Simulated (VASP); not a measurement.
# Be2Au (P6/mmm) in VASP: notebook

Be2Au is run at these levels: PBE; tasks: relaxation of cell and atoms, single point.

Everything below comes from runs of VASP 6.6.1. Logs are shortened: lines on timing, memory, paths and dates and some standing lists are left out, and cuts for length are marked.

## 1. The cell of the first run

It takes space group P6/mmm (No. 191, hexagonal). The conventional cell has a = 3.229 Å, b = 3.229 Å, c = 3.487 Å, α = 90.00°, β = 90.00°, γ = 120.00°. Within 2.6 Å of Be (site symmetry -6m2) lie 3 Be at 1.86 Å and 6 Au at 2.55 Å. Within 3.5 Å of Au (site symmetry 6/mmm) lie 12 Be at 2.55 Å and 8 Au at 3.23 to 3.49 Å.

## 2. Relaxation of cell and atoms, PBE

Contents of INCAR:

```
SYSTEM = Be2Au
PREC = Accurate
ENCUT = 600
EDIFF = 1E-7
ISMEAR = 0
SIGMA = 0.1
LREAL = .FALSE.
LASPH = .TRUE.
NELM = 100
ALGO = Fast
ISIF = 3
LWAVE = .FALSE.
LCHARG = .FALSE.
GGA = PE
IBRION = 2
NSW = 90
EDIFFG = -0.04
```

Contents of KPOINTS:

```
Automatic mesh
0
G
  6 6 6
  0 0 0
```

Contents of POSCAR:

```
Be2Au
1.0
    3.2292254094      0.0000000000      0.0000000000
   -1.6146127047      2.7965912391      0.0000000000
    0.0000000000      0.0000000000      3.4867051763
Be Au
2 1
Direct
    0.3333333333      0.6666666667      0.5000000000
    0.6666666667      0.3333333333      0.5000000000
    0.0000000000      0.0000000000      0.0000000000
```

Potentials or basis: VASP PAW PBE potentials, release 64 (Be, Au).

Started as:

```console
$ cat potpaw_PBE.64/Be/POTCAR potpaw_PBE.64/Au/POTCAR > POTCAR
$ mpirun -np 1 vasp_std > vasp.out
```

OUTCAR:

```text
SYSTEM = Be2Au
   PREC = Accurate
   ENCUT = 600
   EDIFF = 1E-7
   ISMEAR = 0
   LREAL = .FALSE.
   LASPH = .TRUE.
   NELM = 100
   ISIF = 3
   GGA = PE
   IBRION = 2
   NSW = 90
   EDIFFG = -0.04

 ion  position               nearest neighbor table
   1  0.333  0.667  0.500-   2 1.86   2 1.86   2 1.86   3 2.55   3 2.55   3 2.55   3 2.55   3 2.55
                             3 2.55
   2  0.667  0.333  0.500-   1 1.86   1 1.86   1 1.86   3 2.55   3 2.55   3 2.55   3 2.55   3 2.55
                             3 2.55
   3  0.000  0.000  0.000-   1 2.55   2 2.55   1 2.55   2 2.55   2 2.55   2 2.55   1 2.55   1 2.55
                             2 2.55   2 2.55   1 2.55   1 2.55

  LATTYP: Found a hexagonal cell.
 ALAT       =     3.2292254094
 C/A-ratio  =     1.0797342193

  Lattice vectors:

 A1 = (   3.2292254094,   0.0000000000,   0.0000000000)
 A2 = (  -1.6146127047,   2.7965912391,   0.0000000000)
 A3 = (   0.0000000000,   0.0000000000,   3.4867051763)

Analysis of symmetry for initial positions (statically):
=====================================================================
 Subroutine PRICEL returns:
 Original cell was already a primitive cell.

 Routine SETGRP: Setting up the symmetry group for a
 hexagonal supercell.

 Subroutine GETGRP returns: Found 24 space group operations
 (whereof 24 operations were pure point group operations)
 out of a pool of 24 trial point group operations.

The static configuration has the point symmetry D_6h.

Analysis of symmetry for dynamics (positions and initial velocities):
=====================================================================
 Subroutine PRICEL returns:
 Original cell was already a primitive cell.

 Routine SETGRP: Setting up the symmetry group for a
 hexagonal supercell.

 Subroutine GETGRP returns: Found 24 space group operations
 (whereof 24 operations were pure point group operations)
 out of a pool of 24 trial point group operations.

The dynamic configuration has the point symmetry D_6h.

 Subroutine INISYM returns: Found 24 space group operations
 (whereof 24 operations are pure point group operations),
 and found     1 'primitive' translations

----------------------------------------------------------------------------------------

                                     Primitive cell

  volume of cell :      31.4878

[... 123 lines left out ...]
 RMM-DIIS sequential band-by-band and
 Gauss-broadening in eV      SIGMA  =   0.10
  energy-cutoff  :      600.00
  volume of cell :       31.49
 maximum number of plane-waves:      1070
 NGX is ok and might be reduce to    28
   NGX = 13   NGY = 13   NGZ = 13

--------------------------------------- Ionic step        1  -------------------------------------------

 number of electron      15.0000002 magnetization

 Free energy of the ion-electron system (eV)
  ---------------------------------------------------
  ext. energy  EPLUGINS =         0.00000000
  ---------------------------------------------------
  free energy    TOTEN  =        -8.75342892 eV

  energy without entropy =       -8.74287883  energy(sigma->0) =       -8.74815387

------------------------ aborting loop because EDIFF is reached ----------------------------------------

  FORCE on cell =-STRESS in cart. coord.  units (eV):
  Direction    XX          YY          ZZ          XY          YZ          ZX
  --------------------------------------------------------------------------------------
  -------------------------------------------------------------------------------------
  Total        7.0594099      7.0594099     -2.0389762      0.0000000     -0.0000000      0.0000000
  in kB      359.2000595    359.2000595   -103.7481039      0.0000000     -0.0000000      0.0000000
  external PRESSURE =     204.8840051 kB  Pullay stress =       0.0000000 kB
[... 92 lines left out ...]
  FREE ENERGIE OF THE ION-ELECTRON SYSTEM (eV)
  ---------------------------------------------------
  free  energy   TOTEN  =        -9.6673079631 eV

  energy  without entropy=       -9.6553375487  energy(sigma->0) =       -9.66132276

[... ionic steps 4 to 9 ...]

--------------------------------------- Ionic step       10  -------------------------------------------

 number of electron      15.0000001 magnetization

------------------------ aborting loop because EDIFF is reached ----------------------------------------
[... 69 lines left out ...]
--------------------------------------- Ionic step       12  -------------------------------------------

 number of electron      15.0000001 magnetization

 Free energy of the ion-electron system (eV)
  ---------------------------------------------------
  ext. energy  EPLUGINS =         0.00000000
  ---------------------------------------------------
  free energy    TOTEN  =       -10.52070805 eV

  energy without entropy =      -10.51555629  energy(sigma->0) =      -10.51813217

 E-fermi :   8.5817     XC(G=0): -11.4625

 val. band max:        8.5088167521   @ k =   0.1667  -0.0000   0.1667
 cond. band min:       8.5929050643   @ k =   0.0000   0.0000   0.3333
 fundamental gap:      0.0840883122
 Fermi energy:         8.5816572412

 k-point     1 :       0.0000    0.0000    0.0000
  band No.  band energies     occupation
      1      -2.6216      2.00000
      2       0.7754      2.00000
      3       1.7809      2.00000
      4       1.7809      2.00000
      5       4.3149      2.00000
      6       4.3149      2.00000
      7      10.0624      0.00000
      8      10.0624      0.00000
      9      11.1557      0.00000
     10      11.1557      0.00000
     11      14.7531      0.00000
[... 309 lines left out ...]
 k-point    24 :       0.3333   -0.0000    0.5000
  band No.  band energies     occupation
      1       0.6136      2.00000
      2       1.1949      2.00000
      3       2.1062      2.00000
      4       3.1189      2.00000
      5       3.4760      2.00000
      6       4.8302      2.00000
      7       6.7622      2.00000
      8      10.2839      0.00000
      9      10.3257      0.00000
     10      11.3487      0.00000
     11      14.3839      0.00000

 [... further k-points ...]

------------------------ aborting loop because EDIFF is reached ----------------------------------------

  FORCE on cell =-STRESS in cart. coord.  units (eV):
  Direction    XX          YY          ZZ          XY          YZ          ZX
  --------------------------------------------------------------------------------------
  -------------------------------------------------------------------------------------
  Total       -0.0400327     -0.0400327      0.0009399      0.0000000     -0.0000000      0.0000000
  in kB       -1.8415952     -1.8415952      0.0432376      0.0000000     -0.0000000      0.0000000
  external PRESSURE =      -1.2133176 kB  Pullay stress =       0.0000000 kB
[... 18 lines left out ...]
  FREE ENERGIE OF THE ION-ELECTRON SYSTEM (eV)
  ---------------------------------------------------
  free  energy   TOTEN  =       -10.5207080508 eV

  energy  without entropy=      -10.5155562852  energy(sigma->0) =      -10.51813217

 reached required accuracy - stopping structural energy minimisation
```

Run time: 4 min. Hardware: 1 thread of Oxide Virtual Turin-like, shared host; peak memory 0.14 GiB.

What came out:

```yaml
Free_energy: -10.5207 eV
Relaxed_volume: 11.61 Å³/atom
Relaxed_cell: a = 3.898 Å, b = 3.898 Å, c = 2.647 Å, α = 90.00°, β = 90.00°, γ = 120.00°
Space_group_after_relaxing_to_0.1_Å: P6/mmm (No. 191)
Energy_gained_by_relaxing: 589.1 meV/atom
Ionic_steps: 12
Pressure_after_relaxing: -0.1 GPa
Band_gap_on_the_k_mesh: zero (an odd number of electrons rules out a gap without spin polarisation)
```

Step by step:
| step | energy change (eV) | largest force (eV/Å) | pressure (GPa) | volume (Å³) |
| --- | --- | --- | --- | --- |
| 1 | 0.0000 | 0.0000 | 20.49 | 31.49 |
| 2 | -0.8773 | 0.0000 | -6.66 | 37.76 |
| 3 | -0.9139 | 0.0000 | -11.13 | 39.80 |
| 4 | -1.5899 | 0.0000 | -8.84 | 37.28 |
| 5 | -1.7458 | 0.0000 | -5.07 | 35.96 |
| 6 | -1.7595 | 0.0000 | -3.12 | 35.55 |
| 7 | -1.7404 | 0.0000 | 1.30 | 34.83 |
| 8 | -1.7624 | 0.0000 | -2.45 | 35.43 |
| 9 | -1.7633 | 0.0000 | -1.43 | 35.25 |
| 10 | -1.7666 | 0.0000 | 0.85 | 34.62 |
| 11 | -1.7669 | 0.0000 | 0.37 | 34.74 |
| 12 | -1.7673 | 0.0000 | -0.12 | 34.83 |

Final structure:
```cif
data_structure
_symmetry_space_group_name_H-M 'P 1'
_symmetry_Int_Tables_number 1
_cell_length_a 3.8977
_cell_length_b 3.8977
_cell_length_c 2.6472
_cell_angle_alpha 90.000
_cell_angle_beta 90.000
_cell_angle_gamma 120.000
_cell_volume 34.83
loop_
_atom_site_label
_atom_site_type_symbol
_atom_site_fract_x
_atom_site_fract_y
_atom_site_fract_z
_atom_site_occupancy
Be1 Be 0.33333 0.66667 0.50000 1
Be2 Be 0.66667 0.33333 0.50000 1
Au1 Au 0.00000 0.00000 0.00000 1
```

Levels at points of the mesh, in eV from the Fermi level:
```
           k point  band 3  band 4  band 5  band 6  band 7  band 8  band 9  band 10  band 11
(0.00, 0.00, 0.00)   -6.80   -6.80   -4.27   -4.27    1.48    1.48    2.57     2.57     6.17
(0.50, 0.00, 0.00)   -7.13   -5.49   -5.25   -4.51   -4.31   -3.03    3.45     9.34     9.57
(0.00, 0.00, 0.50)   -7.06   -5.51   -5.51   -5.23   -1.02    1.70    1.70     3.57     9.63
(0.50, 0.00, 0.50)   -6.41   -4.95   -4.25   -3.33   -3.09    0.89    1.70     3.14     5.16
```

Caveat: the k points lie up to 0.40 Å⁻¹ apart in the final cell, too coarse for converged energies and pressures of a metal; a cell axis changed by over 15 % at a fixed basis, so the end point is rough; spin-orbit coupling is left out, which moves the levels of the heavy elements.

## 3. Single point, PBE

This run uses another cell than the first one, of 11.58 Å³/atom.

Contents of INCAR:

```
SYSTEM = Be2Au
  PREC = Accurate
  ENCUT = 520
  EDIFF = 1E-6
  ISMEAR = 0
  SIGMA = 0.1
  LREAL = .False.
  LASPH = .True.
  NELM = 80
  ALGO = Fast
  ISIF = 2
  LWAVE = .False.
  LCHARG = .False.
  GGA = PE
  NBANDS = 14
```

Contents of KPOINTS:

```
Automatic mesh
0
Gamma
  12 12 18
  0 0 0
```

Contents of POSCAR:

```
Be2Au
1.0
    3.8712023607      0.0000000000      0.0000000000
   -1.9356011804      3.3525595876      0.0000000000
    0.0000000000      0.0000000000      2.6761888536
Be Au
2 1
Direct
    0.3333333333      0.6666666667      0.5000000000
    0.6666666667      0.3333333333      0.5000000000
    0.0000000000      0.0000000000      0.0000000000
```

Potentials or basis: VASP PAW PBE potentials, release 64 (Be, Au).

Started as:

```console
$ cat potpaw_PBE.64/Be/POTCAR potpaw_PBE.64/Au/POTCAR > POTCAR
$ mpirun -np 1 vasp_std > vasp.out
```

OUTCAR:

```text
SYSTEM = Be2Au
   PREC = Accurate
   ENCUT = 520
   EDIFF = 1E-6
   ISMEAR = 0
   LREAL = .False.
   LASPH = .True.
   NELM = 80
   ISIF = 2
   GGA = PE

 ion  position               nearest neighbor table
   1  0.333  0.667  0.500-   2 2.24   2 2.24   2 2.24   3 2.60   3 2.60   3 2.60   3 2.60   3 2.60
                             3 2.60
   2  0.667  0.333  0.500-   1 2.24   1 2.24   1 2.24   3 2.60   3 2.60   3 2.60   3 2.60   3 2.60
                             3 2.60
   3  0.000  0.000  0.000-   1 2.60   2 2.60   1 2.60   2 2.60   2 2.60   2 2.60   1 2.60   1 2.60
                             2 2.60   2 2.60   1 2.60   1 2.60

  LATTYP: Found a hexagonal cell.
 ALAT       =     3.8712023607
 C/A-ratio  =     0.6913068872

  Lattice vectors:

 A1 = (   3.8712023607,   0.0000000000,   0.0000000000)
 A2 = (  -1.9356011804,   3.3525595876,   0.0000000000)
 A3 = (   0.0000000000,   0.0000000000,   2.6761888536)

Analysis of symmetry for initial positions (statically):
=====================================================================
 Subroutine PRICEL returns:
 Original cell was already a primitive cell.

 Routine SETGRP: Setting up the symmetry group for a
 hexagonal supercell.
[... 189 lines left out ...]
     10      11.2316      0.00000
     11      12.3918      0.00000
     12      14.3911      0.00000
     13      16.1640      0.00000
     14      21.2012      0.00000
[... 377 lines left out ...]
      1      -1.3379      2.00000
      2       1.1104      2.00000
      3       1.4980      2.00000
      4       2.6720      2.00000
      5       3.8713      2.00000
      6       4.0550      2.00000
      7       5.0575      2.00000
      8       6.7241      2.00000
      9      12.1671      0.00000
     10      15.6697      0.00000
     11      15.7327      0.00000
     12      16.5977      0.00000
     13      19.1535      0.00000
     14      20.1647      0.00000

 [... further k-points ...]

------------------------ aborting loop because EDIFF is reached ----------------------------------------

  FORCE on cell =-STRESS in cart. coord.  units (eV):
  Direction    XX          YY          ZZ          XY          YZ          ZX
  --------------------------------------------------------------------------------------
  -------------------------------------------------------------------------------------
  Total       -0.0281519     -0.0281519     -0.0788774      0.0000000      0.0000000      0.0000000
  in kB       -1.2986112     -1.2986112     -3.6385129      0.0000000      0.0000000      0.0000000
  external PRESSURE =      -2.0785784 kB  Pullay stress =       0.0000000 kB

 VOLUME and BASIS-vectors are now :
 -----------------------------------------------------------------------------
  energy-cutoff  :      520.00
  volume of cell :       34.73
      direct lattice vectors                 reciprocal lattice vectors
     3.871202361  0.000000000  0.000000000     0.258317677  0.149139780  0.000000000
    -1.935601180  3.352559588  0.000000000     0.000000000  0.298279560  0.000000000
     0.000000000  0.000000000  2.676188854     0.000000000  0.000000000  0.373665707

 POSITION                                       TOTAL-FORCE (eV/Angst)
 -----------------------------------------------------------------------------------
     -0.00000      2.23504      1.33809        -0.000000      0.000000      0.000000
      1.93560      1.11752      1.33809         0.000000     -0.000000     -0.000000
      0.00000      0.00000      0.00000        -0.000000      0.000000     -0.000000
 -----------------------------------------------------------------------------------
    total drift:                                0.000000     -0.000000      0.000000

  FREE ENERGIE OF THE ION-ELECTRON SYSTEM (eV)
  ---------------------------------------------------
  free  energy   TOTEN  =       -10.5532905890 eV

  energy  without entropy=      -10.5512024938  energy(sigma->0) =      -10.55224654
```

OSZICAR:

```text
N       E                     dE             d eps       ncg     rms          rms(c)
DAV:   1     0.536628199174E+02    0.53663E+02   -0.66727E+03  5512   0.924E+02
DAV:   2    -0.111552311047E+02   -0.64818E+02   -0.58084E+02  6442   0.196E+02
DAV:   3    -0.125330111697E+02   -0.13778E+01   -0.13672E+01  6982   0.283E+01
DAV:   4    -0.125414099963E+02   -0.83988E-02   -0.83974E-02  5896   0.268E+00
DAV:   5    -0.125415299856E+02   -0.11999E-03   -0.11999E-03  6946   0.311E-01    0.123E+01
RMM:   6    -0.106696650317E+02    0.18719E+01   -0.57341E+00  5387   0.163E+01    0.806E+00
RMM:   7    -0.105756440275E+02    0.94021E-01   -0.20482E-01  5598   0.338E+00    0.416E+00
RMM:   8    -0.105554776508E+02    0.20166E-01   -0.18157E-02  5910   0.108E+00    0.496E-01
RMM:   9    -0.105533165503E+02    0.21611E-02   -0.69716E-03  5897   0.586E-01    0.873E-02
RMM:  10    -0.105533439946E+02   -0.27444E-04   -0.58619E-04  6253   0.167E-01    0.964E-02
RMM:  11    -0.105533184068E+02    0.25588E-04   -0.89556E-05  6241   0.673E-02    0.125E-01
RMM:  12    -0.105532999225E+02    0.18484E-04   -0.26546E-05  5758   0.384E-02    0.951E-02
RMM:  13    -0.105532905274E+02    0.93951E-05   -0.19287E-05  5888   0.327E-02    0.478E-02
RMM:  14    -0.105532905890E+02   -0.61641E-07   -0.18427E-06  4552   0.102E-02
   1 F= -.10553291E+02 E0= -.10552247E+02  d E =-.208810E-02
```

It took 1.8 min on 1 thread of Oxide Virtual Turin-like, shared host; peak memory 0.18 GiB.

What came out:

| Quantity | Value |
| --- | --- |
| Free energy | -10.5533 eV |
| Pressure | -0.2 GPa |
| Band gap on the k mesh | zero (an odd number of electrons rules out a gap without spin polarisation) |

Caveat: spin-orbit coupling is left out, which moves the levels of the heavy elements.

## 4. Relaxation of cell and atoms, PBE

This run uses another cell than the first one, of 11.56 Å³/atom.

Contents of INCAR:

```
PREC = Accurate
ENCUT = 600
EDIFF = 1E-6
ISMEAR = 0
SIGMA = 0.1
LREAL = F
LASPH = T
NELM = 100
ALGO = Fast
ISIF = 3
LWAVE = F
LCHARG = F
GGA = PE
IBRION = 2
NSW = 100
EDIFFG = -0.01
```

Contents of KPOINTS:

```
Automatic mesh
0
Gamma
  12 12 18
```

Contents of POSCAR:

```
Be2Au
1.0
    3.8563827862      0.0000000000      0.0000000000
   -1.9281913931      3.3397254595      0.0000000000
    0.0000000000      0.0000000000      2.6920714606
Be Au
2 1
Direct
    0.3333333333      0.6666666667      0.5000000000
    0.6666666667      0.3333333333      0.5000000000
    0.0000000000      0.0000000000      0.0000000000
```

Started as:

```console
$ cat potpaw_PBE.64/Be/POTCAR potpaw_PBE.64/Au/POTCAR > POTCAR
$ mpirun -np 1 vasp_std > vasp.out
```

It took 4.8 min on 1 thread of Oxide Virtual Turin-like, shared host; peak memory 0.21 GiB.

The run converged. Its results:

```yaml
Free_energy: -10.5533 eV
Relaxed_volume: 11.56 Å³/atom
Relaxed_cell: a = 3.871 Å, b = 3.871 Å, c = 2.674 Å, α = 90.00°, β = 90.00°, γ = 120.00°
Space_group_after_relaxing_to_0.1_Å: P6/mmm (No. 191)
Energy_gained_by_relaxing: 0.7 meV/atom
Ionic_steps: 5
Pressure_after_relaxing: 0.0 GPa
Band_gap_on_the_k_mesh: zero (an odd number of electrons rules out a gap without spin polarisation)
```

The path:
```
step  energy change (eV)  largest force (eV/Å)  pressure (GPa)  volume (Å³)
   1              0.0000                0.0000           -0.13        34.67
   2             -0.0019                0.0000            0.28        34.62
   3             -0.0019                0.0000            0.30        34.62
   4             -0.0020                0.0000           -0.13        34.73
   5             -0.0020                0.0000           -0.01        34.69
```

Final structure:
```
Be Au
1.0
     3.87062    0.00000    0.00000
    -1.93531    3.35206    0.00000
     0.00000    0.00000    2.67402
Be Au
2 1
Direct
  0.33333 0.66667 0.50000
  0.66667 0.33333 0.50000
  0.00000 0.00000 0.00000
```

Levels at points of the mesh, in eV from the Fermi level:
```csv
k point,band 5,band 6,band 7,band 8,band 9,band 10,band 11
"(0.00, 0.00, 0.00)",-4.46,-4.46,1.49,1.49,2.51,2.51,3.66
"(0.50, 0.00, 0.00)",-5.31,-4.72,-4.50,-3.10,3.49,8.99,9.09
"(0.00, 0.00, 0.50)",-5.67,-5.50,-1.28,1.53,1.53,3.59,9.20
"(0.50, 0.00, 0.50)",-4.37,-3.56,-3.23,0.64,1.57,2.99,5.05
```

Caveat: spin-orbit coupling is left out, which moves the levels of the heavy elements.

## 5. Overview

```csv
task,cell,k mesh,cutoff (eV),gap on the mesh (eV),pressure (GPa),relaxed volume (Å³/atom)
relaxation of cell and atoms,"relaxed from a = 3.229, b = 3.229, c = 3.487 Å, angles 90.0, 90.0, 120.0°, 3 atoms",6 × 6 × 6,600,none,-0.1,11.61
single point,"a = 3.871, b = 3.871, c = 2.676 Å, angles 90.0, 90.0, 120.0°, 3 atoms",12 × 12 × 18,520,none,-0.2,-
relaxation of cell and atoms,"relaxed from a = 3.856, b = 3.856, c = 2.692 Å, angles 90.0, 90.0, 120.0°, 3 atoms",12 × 12 × 18,600,none,0.0,11.56
```

Alike in all rows: level PBE; potentials or basis VASP PAW PBE potentials, release 64 (Be, Au); no spin polarisation; smearing gaussian 0.1 eV.

Caveats: some runs use coarse meshes; spin-orbit coupling is left out, which moves the levels of the heavy elements; a cell axis changed by over 15 % at a fixed basis, so the end point is rough (at least some runs).

Total energies depend on the potentials used, so only differences within one code and one set of settings carry meaning.

The gap in the log of VASP goes by the Fermi energy; the results here count the filled bands.